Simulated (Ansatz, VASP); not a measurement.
## TiO2 in VASP and in Ansatz

```
Ti O
1.0
     4.59400   -0.06891   -0.06891
    -0.06891    4.59400   -0.06891
    -0.04439   -0.04439    2.95900
Ti O
2 4
Direct
  0.00000 0.00000 0.00000
  0.50000 0.50000 0.50000
  0.30600 0.30600 0.00000
  0.19400 0.80600 0.50000
  0.69400 0.69400 0.00000
  0.80600 0.19400 0.50000
```

Change from the starting cell: equal xy, yz and zx shear strains of -3 %.

Alike in both runs: task single point; functional LDA; k mesh 7 × 7 × 10; occupations fermi-dirac, width 0.05 eV; no spin polarisation.

|  | VASP | Ansatz |
| --- | --- | --- |
| version | VASP 6.6.1 | Ansatz 0.2.0 |
| potentials or method | VASP PAW LDA potentials, release 64 (Ti_sv, O), cutoff 520 eV | all-electron LAPW, scalar-relativistic |

```csv
,VASP,Ansatz,Ansatz less VASP
gap on the k mesh at the Fermi level (eV),1.83,1.85,+0.024
pressure (GPa),-6.1,-7.0,-0.96
"traceless stress, the component that is largest in VASP (GPa)",6.85,6.78,-0.070
rms of the force components (eV/Å),0.142,0.128,-0.0135
```

LDA's correlation is that of Perdew and Zunger in VASP and of Perdew and Wang (1992) in Ansatz. Atom by atom the forces differ by 0.018 eV/Å (rms over components). Ansatz ran all-electron here, and VASP with PAW potentials.
